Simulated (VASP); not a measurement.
The system is Ti5Re3.

```xyz
8
Lattice="-3.0892 3.0892 3.0892 3.0892 -3.0892 3.0892 3.0892 3.0892 -3.0892" Properties=species:S:1:pos:R:3 pbc="T T T"
Ti    0.0000    0.0000    0.0000
Ti    1.5446    1.5446   -1.5446
Ti    1.5446   -1.5446    1.5446
Ti   -1.5446    1.5446    1.5446
Ti    1.5446    1.5446    1.5446
Re    3.0892    0.0000    0.0000
Re    0.0000    0.0000    3.0892
Re    0.0000    3.0892    0.0000
```

| Quantity | Value |
| --- | --- |
| Program | VASP 6.6.1 |
| Task | relaxation of cell and atoms |
| Functional | PBE |
| Potentials or basis | VASP PAW PBE potentials, release 64 (Ti_sv, Re) |
| Cutoff | 600 eV |
| k mesh | 4 × 4 × 4 |
| Occupations | gaussian, width 0.1 eV |
| Spin | no spin polarisation |

At the start: pressure 10.4 GPa; volume 14.74 Å³/atom.

Problem. How do energy, volume and symmetry change on relaxing?

Solution. Over 3 steps the energy falls by 22.5 meV/atom and the volume is 15.49 Å³/atom (+5.1 %); space group Im-3m (No. 229, to 0.05 Å).

The path:
| step | energy change (eV) | largest force (eV/Å) | pressure (GPa) | volume (Å³) |
| --- | --- | --- | --- | --- |
| 1 | 0.0000 | 0.0000 | 10.37 | 117.93 |
| 2 | 0.3570 | 0.0000 | -14.20 | 134.97 |
| 3 | -0.1801 | 0.0000 | -0.24 | 123.88 |

Final structure:
```yaml
crystal:
  lattice:
    - [-3.14041, 3.14041, 3.14041]
    - [3.14041, -3.14041, 3.14041]
    - [3.14041, 3.14041, -3.14041]
  atoms:
    - { symbol: Ti, position: [0.00000, 0.00000, 0.00000] }
    - { symbol: Ti, position: [0.00000, 0.00000, 0.50000] }
    - { symbol: Ti, position: [0.00000, 0.50000, 0.00000] }
    - { symbol: Ti, position: [0.50000, 0.00000, 0.00000] }
    - { symbol: Ti, position: [0.50000, 0.50000, 0.50000] }
    - { symbol: Re, position: [0.00000, 0.50000, 0.50000] }
    - { symbol: Re, position: [0.50000, 0.50000, 0.00000] }
    - { symbol: Re, position: [0.50000, 0.00000, 0.50000] }
```
